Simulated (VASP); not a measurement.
# PbS: electric field gradients with PBE

PbS:

```
Pb S
1.0
     0.05930    2.99465    2.99465
     2.99465    0.05930    2.99465
     2.99465    2.99465    0.05930
Pb S
1 1
Direct
  0.00000 0.00000 0.00000
  0.50000 0.50000 0.50000
```

This cell differs from its parent crystal: equal xy, yz and zx shear strains of +2 %.

```
Program                : VASP 6.6.1
Task                   : electric field gradients
Functional             : PBE
Potentials or basis    : VASP PAW PBE potentials, release 64 (Pb_d, S)
Cutoff                 : 520 eV
k mesh                 : 8 × 8 × 8
Occupations            : fermi-dirac, width 0.01 eV
Spin                   : no spin polarisation
Dipole correction      : no
Further INCAR settings : ALGO = Normal; EDIFF = 1e-08; NBANDS = 17
```

| Quantity | Value |
| --- | --- |
| Pressure | 2.2 GPa |
| Band gap on the k mesh | 0.18 eV, indirect (least direct gap 0.33 eV) |

Stress tensor (GPa, compression positive):
```
 2.20 -0.41 -0.41
-0.41  2.20 -0.41
-0.41 -0.41  2.20
```

Levels at points of the mesh, in eV from the valence-band top:
| k point | band 8 | band 9 | band 10 | band 11 | band 12 | band 13 |
| --- | --- | --- | --- | --- | --- | --- |
| (0.00, 0.00, 0.00) | -2.44 | -2.22 | -2.22 | 5.10 | 5.10 | 5.11 |
| (0.50, 0.00, 0.00) | -1.97 | -1.88 | -0.16 | 0.18 | 1.74 | 1.85 |
| (0.50, 0.50, 0.00) | -5.32 | -3.66 | -3.47 | 3.75 | 5.33 | 5.56 |
| (0.50, 0.50, 0.50) | -1.83 | -1.83 | 0.00 | 0.40 | 2.02 | 2.02 |

Electric field gradients, principal values (V/Å²):
| atom | least | middle | greatest (by size) |
| --- | --- | --- | --- |
| 1 Pb | 2.177 | 2.177 | -4.353 |
| 2 S | -2.954 | -2.954 | 5.909 |

Wall time 22 s on 1 thread of Intel(R) Xeon(R) 6975P-C (Granite Rapids), on a shared host, peak memory 0.21 GiB.

Caveat: the cell differs from its parent crystal (equal xy, yz and zx shear strains of +2 %); without QUAD_EFG the Cq values of the log hold for a quadrupole moment of 1 mb, not for the nuclei; spin-orbit coupling is left out, which moves the levels of the heavy elements. A k mesh can miss the band edges.
